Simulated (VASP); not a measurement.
# MgO in VASP: single point with PBE

Aim: the single point of MgO with PBE.

Everything below comes from runs of VASP 6.6.1. Logs are shortened: lines on timing, memory, paths and dates and some standing lists are left out, and cuts for length are marked.

## 1. The cell of the first run

The cell holds a wire or tube with vacuum around it, 2 atoms: a = 10.700 Å, b = 9.300 Å, c = 3.608 Å, α = 90.00°, β = 90.00°, γ = 90.00°.

## 2. Single point, PBE, collinear spin, ferromagnetic start

INCAR

```
SYSTEM = MgO
PREC = Accurate
ENCUT = 520
EDIFF = 1E-6
ISMEAR = 0
SIGMA = 0.05
LREAL = .False.
LASPH = .True.
NELM = 150
ALGO = Normal
ISIF = 2
LWAVE = .False.
LCHARG = .True.
ISPIN = 2
MAGMOM = 0.5 0.5
LORBIT = 11
GGA = PE
LELF = .True.
LVHAR = .True.
NBANDS = 15
```

KPOINTS

```
Automatic mesh
0
Gamma
  1 1 31
  0 0 0
```

POSCAR

```
MgO
1.0
   10.7000000000      0.0000000000      0.0000000000
    0.0000000000      9.3000000000      0.0000000000
    0.0000000000      0.0000000000      3.6076924808
Mg O
1 1
Direct
    0.4999956230      0.5000000000      0.0000000000
    0.5000043770      0.5000000000      0.5000000000
```

Potentials or basis: VASP PAW PBE potentials, release 64 (Mg, O).

Launch:

```
$ cat potpaw_PBE.64/Mg/POTCAR potpaw_PBE.64/O/POTCAR > POTCAR
$ mpirun -np 1 vasp_std > vasp.out
```

OUTCAR:

```text
SYSTEM = MgO
   PREC = Accurate
   ENCUT = 520
   EDIFF = 1E-6
   ISMEAR = 0
   LREAL = .False.
   LASPH = .True.
   NELM = 150
   ISIF = 2
   ISPIN = 2
   LORBIT = 11
   GGA = PE

 ion  position               nearest neighbor table
   1  0.500  0.500  0.000-   2 1.80   2 1.80
   2  0.500  0.500  0.500-   1 1.80   1 1.80

  LATTYP: Found a simple orthorhombic cell.
 ALAT       =     3.6076924808
 B/A-ratio  =     2.5778250362
 C/A-ratio  =     2.9658847191

  Lattice vectors:

 A1 = (   0.0000000000,   0.0000000000,  -3.6076924808)
 A2 = (   0.0000000000,   9.3000000000,   0.0000000000)
 A3 = (  10.7000000000,   0.0000000000,   0.0000000000)

Analysis of symmetry for initial positions (statically):
=====================================================================
 Subroutine PRICEL returns:
 Original cell was already a primitive cell.

 Routine SETGRP: Setting up the symmetry group for a
 simple orthorhombic supercell.

 Subroutine GETGRP returns: Found  4 space group operations
 (whereof  4 operations were pure point group operations)
 out of a pool of  8 trial point group operations.

The static configuration has the point symmetry C_2v.

Analysis of symmetry for dynamics (positions and initial velocities):
=====================================================================
 Subroutine PRICEL returns:
 Original cell was already a primitive cell.

 Routine SETGRP: Setting up the symmetry group for a
 simple orthorhombic supercell.

 Subroutine GETGRP returns: Found  4 space group operations
 (whereof  4 operations were pure point group operations)
 out of a pool of  8 trial point group operations.

The dynamic configuration has the point symmetry C_2v.

Analysis of structural, dynamic, and magnetic symmetry:
=====================================================================
 Subroutine PRICEL returns:
 Original cell was already a primitive cell.

 Routine SETGRP: Setting up the symmetry group for a
 simple orthorhombic supercell.

 Subroutine GETGRP returns: Found  4 space group operations
 (whereof  4 operations were pure point group operations)
 out of a pool of  8 trial point group operations.

The overall configuration has the point symmetry C_2v.

 Subroutine INISYM returns: Found  4 space group operations
 (whereof  4 operations are pure point group operations),
 and found     1 'primitive' translations

----------------------------------------------------------------------------------------

                                     Primitive cell

  volume of cell :     359.0015

  direct lattice vectors                    reciprocal lattice vectors
    10.700000000  0.000000000  0.000000000     0.093457944  0.000000000  0.000000000
[... 138 lines left out ...]
  band No.  band energies     occupation
      1     -19.7630      1.00000
      2      -5.8171      1.00000
      3      -5.1488      1.00000
      4      -5.1477      1.00000
      5      -1.6562      0.00000
      6       0.5149      0.00000
      7       0.7308      0.00000
      8       0.7829      0.00000
      9       1.1016      0.00000
     10       2.0082      0.00000
     11       2.5698      0.00000
     12       2.6089      0.00000
     13       2.7917      0.00000
     14       4.1052      0.00000
[... 256 lines left out ...]
      1     -19.5086      1.00000
      2      -7.1042      1.00000
      3      -4.8645      1.00000
      4      -4.8640      1.00000
      5       0.9177      0.00000
      6       1.6642      0.00000
      7       1.7216      0.00000
      8       2.2255      0.00000
      9       3.4996      0.00000
     10       3.5960      0.00000
     11       3.7803      0.00000
     12       3.9416      0.00000
     13       4.0633      0.00000
     14       4.4606      0.00000
     15       4.8708      0.00000
 Fermi energy:        -4.5942795112

 spin component 2

 k-point     1 :       0.0000    0.0000    0.0000
  band No.  band energies     occupation
      1     -19.7630      1.00000
      2      -5.8171      1.00000
      3      -5.1487      1.00000
      4      -5.1477      1.00000
      5      -1.6585      0.00000
      6       0.5043      0.00000
      7       0.7003      0.00000
      8       0.7780      0.00000
      9       1.0811      0.00000
     10       1.9998      0.00000
     11       2.4969      0.00000
     12       2.5829      0.00000
     13       2.7491      0.00000
     14       4.1029      0.00000
[... 257 lines left out ...]
      2      -7.1042      1.00000
      3      -4.8645      1.00000
      4      -4.8640      1.00000
      5       0.9161      0.00000
      6       1.6635      0.00000
      7       1.7208      0.00000
      8       2.2153      0.00000
      9       3.4710      0.00000
     10       3.5803      0.00000
     11       3.7615      0.00000
     12       3.9342      0.00000
     13       4.0566      0.00000
     14       4.4023      0.00000
     15       5.0944      0.00000

------------------------ aborting loop because EDIFF is reached ----------------------------------------

  FORCE on cell =-STRESS in cart. coord.  units (eV):
  Direction    XX          YY          ZZ          XY          YZ          ZX
  --------------------------------------------------------------------------------------
  -------------------------------------------------------------------------------------
  Total       -0.0197945     -0.0127532      0.0755880      0.0000000      0.0000000      0.0000000
  in kB       -0.0883402     -0.0569160      0.3373394      0.0000000      0.0000000      0.0000000
  external PRESSURE =       0.0640277 kB  Pullay stress =       0.0000000 kB

 VOLUME and BASIS-vectors are now :
 -----------------------------------------------------------------------------
  energy-cutoff  :      520.00
  volume of cell :      359.00
      direct lattice vectors                 reciprocal lattice vectors
    10.700000000  0.000000000  0.000000000     0.093457944  0.000000000  0.000000000
     0.000000000  9.300000000  0.000000000     0.000000000  0.107526882  0.000000000
     0.000000000  0.000000000  3.607692481     0.000000000  0.000000000  0.277185488

 POSITION                                       TOTAL-FORCE (eV/Angst)
 -----------------------------------------------------------------------------------
      5.34995      4.65000      0.00000         0.000149      0.000000      0.000000
      5.35005      4.65000      1.80385        -0.000149      0.000000      0.000000
 -----------------------------------------------------------------------------------
    total drift:                                0.000003     -0.000000     -0.000000

  FREE ENERGIE OF THE ION-ELECTRON SYSTEM (eV)
  ---------------------------------------------------
  free  energy   TOTEN  =        -9.2842625427 eV

  energy  without entropy=       -9.2842625427  energy(sigma->0) =       -9.28426254

 total charge

# of ion       s       p       d       tot
------------------------------------------
    1        0.179   0.191   0.068   0.439
    2        1.550   3.477   0.000   5.027
--------------------------------------------------
tot          1.729   3.668   0.068   5.466

 magnetization (x)

# of ion       s       p       d       tot
------------------------------------------
    1        0.000   0.000  -0.000   0.000
    2       -0.000  -0.000   0.000  -0.000
--------------------------------------------------
tot         -0.000  -0.000  -0.000  -0.000
```

stdout:

```text
POSCAR found type information on POSCAR MgO
 POSCAR found :  2 types and       2 ions
 scaLAPACK will be used
 LDA part: xc-table for (Slater+PW92), standard interpolation
 POSCAR, INCAR and KPOINTS ok, starting setup
 FFT: planning ... GRIDC
 FFT: planning ... GRID_SOFT
 FFT: planning ... GRID
 WAVECAR not read
 entering main loop
```

Wall time 9.7 min (1 thread of Intel Xeon 8259CL, shared host); peak memory 0.57 GiB.

What came out:

| Property | Result |
| --- | --- |
| Free energy | -9.2843 eV |
| Band gap on the k mesh | 3.21 eV (least direct gap 3.49 eV) |
| Net moment | 0.00 μB per cell |
| Valence electrons inside the program's atomic spheres | Mg 0.44; O 5.03 |
